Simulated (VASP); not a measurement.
Write the native input for VASP 6.6.1 that does the following.

* Task: single point
* Functional: LDA
* Potentials or basis: VASP PAW LDA potentials, release 64 (Be, Te)
* Cutoff: 600 eV
* k mesh: 8 × 8 × 8
* Occupations: gaussian, width 0.02 eV
* Spin: no spin polarisation
* Dipole correction: no
* Further INCAR settings: ALGO = Normal; EDIFF = 1e-06; NBANDS = 11

The structure of BeTe (f.blda) lies in POSCAR:

```
BeTe
1.0
    0.0000000000      2.7774118207      2.7774118207
    2.7774118207      0.0000000000      2.7774118207
    2.7774118207      2.7774118207      0.0000000000
Be Te
1 1
Direct
    0.0000000000      0.0000000000      0.0000000000
    0.2500000000      0.2500000000      0.2500000000
```

These files were run (other wordings do the same):

INCAR

```
PREC     = Accurate       # precision mode
ENCUT    = 600            # plane-wave cutoff, eV
EDIFF    = 1E-6           # SCF threshold, eV
ISMEAR   = 0              # smearing method
SIGMA    = 0.02           # smearing width, eV
LREAL    = False          # projectors in reciprocal space
LASPH    = True           # aspherical terms in the spheres
NELM     = 120            # most SCF steps
ALGO     = Normal         # electronic algorithm
ISIF     = 2              # what is computed and relaxed
LWAVE    = False          # write WAVECAR
LCHARG   = False          # write CHGCAR
NBANDS   = 11             # bands
GGA_COMPAT= False
```

KPOINTS

```
Automatic mesh
0
Gamma
  8 8 8
```

Potentials or basis: VASP PAW LDA potentials, release 64 (Be, Te).

Command:

```sh
$ cat potpaw_LDA.64/Be/POTCAR potpaw_LDA.64/Te/POTCAR > POTCAR
$ mpirun -np 1 vasp_std > vasp.out
```

Results of the run:

```
Pressure               : 0.3 GPa
Band gap on the k mesh : 1.77 eV, indirect (least direct gap 3.55 eV)
```

Caveat: spin-orbit coupling is left out, which moves the levels of the heavy elements.

Wall time 14 s on 1 thread of Intel(R) Xeon(R) Platinum 8488C (Sapphire Rapids) (shared host), peak memory 0.16 GiB.
